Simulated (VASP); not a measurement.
## RuS2: relaxation of cell and atoms with PBE+D3(BJ)

The system is RuS2.

```xyz
3
Lattice="3.4228 0.0000 0.0000 -1.7114 2.9643 0.0000 0.0000 0.0000 5.4775" Properties=species:S:1:pos:R:3 pbc="T T T"
Ru    0.0000    0.0000    0.0000
S     1.7114    0.9881    4.0950
S     0.0000    1.9762    1.3825
```

```yaml
Program: VASP 6.6.1
Task: relaxation of cell and atoms
Functional: PBE
Dispersion: D3(BJ)
Potentials_or_basis: VASP PAW PBE potentials, release 64 (Ru_pv, S)
Cutoff: 600 eV
k_mesh: 6 × 6 × 4
Occupations: gaussian, width 0.1 eV
Spin: collinear spin, ferromagnetic start
Starting_moments: "[0.65, 0.0, 0.0] μB"
Dipole_correction: no
Further_INCAR_settings: ALGO = Normal; EDIFF = 1e-06; IBRION = 2; EDIFFG = -0.05; NSW = 80; ISIF = 3
```

```json
{
 "Relaxed volume": "16.05 Å³/atom",
 "Relaxed cell": "a = 3.392 Å, b = 3.392 Å, c = 4.832 Å, α = 90.00°, β = 90.00°, γ = 120.00°",
 "Space group after relaxing (to 0.1 Å)": "P-3m1 (No. 164)",
 "Energy gained by relaxing": "60.9 meV/atom",
 "Ionic steps": "16",
 "Pressure after relaxing": "-0.1 GPa",
 "Largest force after relaxing": "0.013 eV/Å",
 "Band gap on the k mesh": "zero (filled and empty bands overlap)",
 "Net moment": "0.00 μB per cell",
 "Valence electrons inside the program's atomic spheres": "Ru 12.67; S 3.65",
 "Dispersion energy per atom": "-0.429 eV"
}
```

Forces in eV/Å, atoms in the order of the input:
```
Ru   0.000  0.000  0.000
S    0.000  0.000  0.013
S    0.000  0.000 -0.013
```

Stress tensor (GPa, compression positive):
```
-0.30  0.00  0.00
 0.00 -0.30  0.00
 0.00  0.00  0.38
```

The path:
```csv
step,energy change (eV),largest force (eV/Å),pressure (GPa),volume (Å³)
1,0.0000,0.6599,-7.90,55.58
2,0.0814,1.7096,14.03,48.55
3,-0.0965,0.2290,-0.28,52.40
4,-0.0965,0.2488,-0.10,52.34
5,-0.1177,0.2943,-0.11,51.89
6,-0.1596,0.3662,-0.04,50.49
7,-0.0463,0.2888,2.25,47.38
8,-0.1566,0.4104,0.31,50.09
9,-0.1558,0.4353,0.53,49.52
10,-0.1575,0.4259,0.41,49.81
11,-0.1672,0.0323,-2.63,49.78
12,-0.1679,0.0650,-1.99,49.79
13,-0.1797,0.0337,-0.75,48.77
14,-0.1821,0.0188,0.15,48.11
15,-0.1821,0.0184,0.19,48.07
16,-0.1827,0.0126,-0.07,48.15
```

Final structure:
```
Ru S
1.0
     3.39237    0.00000    0.00000
    -1.69618    2.93788    0.00000
     0.00000    0.00000    4.83168
Ru S
1 2
Cartesian
  0.0000 0.0000 0.0000
  1.6962 0.9793 3.5188
  0.0000 1.9586 1.3129
```

Levels at points of the mesh, in eV from the Fermi level:
Spin up:
```
           k point  band 10  band 11  band 12  band 13  band 14  band 15  band 16  band 17
(0.00, 0.00, 0.00)    -1.74    -0.56    -0.34    -0.34     0.82     2.54     2.54     5.02
(0.50, 0.00, 0.00)    -3.40    -2.74    -1.32    -0.64    -0.01     2.87     3.91     7.29
(0.00, 0.00, 0.50)    -1.81    -1.81    -1.00    -1.00     0.55     3.78     3.78     6.72
(0.50, 0.00, 0.50)    -1.79    -1.62    -0.81    -0.66    -0.13     2.24     4.05     5.46
```
Spin down:
```tsv
k point	band 9	band 10	band 11	band 12	band 13	band 14	band 15	band 16	band 17
(0.00, 0.00, 0.00)	-1.74	-1.74	-0.56	-0.34	-0.34	0.82	2.54	2.54	5.02
(0.50, 0.00, 0.00)	-3.88	-3.40	-2.74	-1.32	-0.64	-0.01	2.87	3.91	7.29
(0.00, 0.00, 0.50)	-3.01	-1.81	-1.81	-1.00	-1.00	0.55	3.78	3.78	6.72
(0.50, 0.00, 0.50)	-3.77	-1.79	-1.62	-0.81	-0.66	-0.13	2.24	4.05	5.46
```

It took 16 min on 1 thread of Intel Xeon 8259CL, on a shared host, peak memory 0.27 GiB.
